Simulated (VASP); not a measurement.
LuTlSe2, 4 atoms in the cell. The structure is trigonal, space group R-3m (No. 166). Conventional cell: a = 4.079 Å, b = 4.079 Å, c = 23.215 Å, α = 90.00°, β = 90.00°, γ = 120.00°. Within 3.7 Å of Lu (site symmetry -3m) lie 6 Se at 2.82 Å. Within 4.6 Å of Tl (site symmetry -3m) lie 6 Se at 3.31 Å and 6 Tl at 4.08 Å and 6 Lu at 4.53 Å. Within 3.7 Å of Se (site symmetry 3m) lie 3 Lu at 2.82 Å and 3 Tl at 3.31 Å. 

```yaml
Program: VASP 6.6.1
Task: relaxation of cell and atoms
Functional: LDA
Potentials_or_basis: VASP PAW PBE potentials, release 64 (Lu, Tl_d, Se)
Cutoff: 600 eV
k_mesh: 6 × 6 × 6
Occupations: gaussian, width 0.01 eV
Spin: no spin polarisation
Dipole_correction: no
Further_INCAR_settings: ALGO = Normal; EDIFF = 1e-06; IBRION = 2; EDIFFG = -0.01; NSW = 80; ISIF = 3
```

Potentials or basis: VASP PAW PBE potentials, release 64 (Lu, Tl_d, Se).

The run is started by

```console
$ cat potpaw_PBE.64/Lu/POTCAR potpaw_PBE.64/Tl_d/POTCAR potpaw_PBE.64/Se/POTCAR > POTCAR
$ mpirun -np 1 vasp_std > vasp.out
```

Hardware: 1 thread of Intel(R) Xeon(R) Platinum 8259CL CPU @ 2.50GHz (Skylake/Cascade Lake) (shared host).

**Question.** How long does it take, and how much memory?

**Answer.** Run time: 43 min on 1 thread of Intel(R) Xeon(R) Platinum 8259CL CPU @ 2.50GHz (Skylake/Cascade Lake) (shared host), peak memory 0.7 GiB. Counts: scf iterations 60, k points 32, ion steps 6.
